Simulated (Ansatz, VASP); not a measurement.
## Cr: VASP beside Ansatz

```
Cr
1.0
     4.25389    0.00000    0.00000
    -2.12695    3.68398    0.00000
     0.00000    0.00000    2.30410
Cr
3
Direct
  0.00000 0.00000 0.00000
  0.33333 0.66667 0.50000
  0.66667 0.33333 0.50000
```

Alike in both runs: task single point; functional revPBE; k mesh 10 × 10 × 15; occupations fermi-dirac, width 0.1 eV; no spin polarisation.

```csv
,VASP,Ansatz
version,VASP 6.6.1,Ansatz 0.2.0
potentials or method,"VASP PAW PBE potentials, release 64 (Cr_pv), cutoff 520 eV","plane waves (420 eV) with PAW, scalar-relativistic"
valence electrons in the cell,36,42
```

VASP gave:

- pressure (GPa): -0.3
- traceless stress, the component that is largest in VASP (GPa): 0.39

Q: Estimate Ansatz's values.

A: Pressure (GPa): 0.1; traceless stress, the component that is largest in VASP (GPa): 0.41.

VASP's potentials were made for PBE, not for revPBE. VASP's potentials hold 36 valence electrons a cell and Ansatz's 42, so a difference there can come from the potentials and not from the codes.
